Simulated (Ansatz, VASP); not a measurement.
**YCl: VASP beside Ansatz**

```
Y Cl
1.0
     1.77357    0.97268    9.14541
    -1.97873    1.01021    9.18293
    -0.07009   -2.25814    9.19666
Y Cl
2 2
Direct
  0.21683 0.21683 0.21683
  0.78317 0.78317 0.78317
  0.38830 0.38830 0.38830
  0.61170 0.61170 0.61170
```

Change from the starting cell: equal xy, yz and zx shear strains of -2 %.

Alike in both runs: task single point; functional PBEsol; k mesh 8 × 8 × 8; occupations fermi-dirac, width 0.02 eV; no spin polarisation.

|  | VASP | Ansatz |
| --- | --- | --- |
| version | VASP 6.6.1 | Ansatz 0.2.0 |
| potentials or method | VASP PAW PBE potentials, release 64 (Y_sv, Cl), cutoff 520 eV | all-electron LAPW, scalar-relativistic |

|  | VASP | Ansatz | Ansatz less VASP |
| --- | --- | --- | --- |
| pressure (GPa) | -0.8 | -0.7 | +0.05 |
| traceless stress, the component that is largest in VASP (GPa) | 1.61 | 1.56 | -0.043 |
| rms of the force components (eV/Å) | 0.049 | 0.054 | +0.0045 |

VASP's potentials were made for PBE, not for PBEsol. Atom by atom the forces differ by 0.006 eV/Å (rms over components). Ansatz ran all-electron here, and VASP with PAW potentials.
